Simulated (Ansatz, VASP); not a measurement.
## Two plane-wave programs on PbSe

File INCAR:

```
SYSTEM = PbSe
PREC = Accurate
ENCUT = 520
EDIFF = 1E-6
ISMEAR = 0
SIGMA = 0.05
LREAL = .FALSE.
LASPH = .TRUE.
NELM = 60
ALGO = Normal
ISIF = 2
LWAVE = .FALSE.
LCHARG = .TRUE.
GGA = PE
LELF = .TRUE.
LVHAR = .TRUE.
NBANDS = 28
```

KPOINTS

```
regular mesh
0
G
  8 8 6
  0 0 0
```

POSCAR

```
PbSe
1.0
    4.2709919997      0.0000000000      0.0000000000
   -2.1354959999      3.6987875711      0.0184939379
    0.0000000000      0.0382200701      7.6440140151
Pb Se
2 2
Direct
    0.3333333333      0.6666666667      0.2500000000
    0.6666666667      0.3333333333      0.7500000000
    0.0000000000      0.0000000000      0.0000000000
    0.0000000000      0.0000000000      0.5000000000
```

Input for Ansatz:

```yaml
crystal:
  lattice:
    - [4.2709919997, 0.0, 0.0]
    - [-2.1354959999, 3.6987875711, 0.0184939379]
    - [0.0, 0.0382200701, 7.6440140151]
  atoms:
    - { symbol: Pb, position: [0.3333333333, 0.6666666667, 0.25] }
    - { symbol: Pb, position: [0.6666666667, 0.3333333333, 0.75] }
    - { symbol: Se, position: [0.0, 0.0, 0.0] }
    - { symbol: Se, position: [0.0, 0.0, 0.5] }
basis:
  ecutwfc: 420
  ecutrho_ratio: 4
kpoints:
  mp_grid: { grid: [8, 8, 6] }
hamiltonian:
  xc: pbe
scf:
  occupations: { method: gaussian, width: 0.05 }
output:
  forces: true
  stress: true
  eigenvalues: true
```

Change from the starting cell: strain e4 = +0.01, atoms carried along.

Alike in both runs: task single point; functional PBE; k mesh 8 × 8 × 6; occupations gaussian, width 0.05 eV; no spin polarisation.

|  | VASP | Ansatz |
| --- | --- | --- |
| version | VASP 6.6.1 | Ansatz 0.2.0 |
| potentials or method | VASP PAW PBE potentials, release 64 (Pb_d, Se), cutoff 520 eV | scalar-relativistic, plane waves, PAW |
| valence electrons in the cell | 40 | 60 |

```tsv
	VASP	Ansatz	Ansatz less VASP
gap on the k mesh at the Fermi level (eV)	0.21	0.21	-0.004
least direct gap on the mesh (eV)	0.26	0.26	-0.004
pressure (GPa)	0.0	0.0	+0.03
traceless stress, the component that is largest in VASP (GPa)	-0.23	-0.23	+0.001
```

VASP's potentials hold 40 valence electrons a cell and Ansatz's 60, so a difference there can come from the potentials and not from the codes.

Spin-orbit coupling is off throughout.
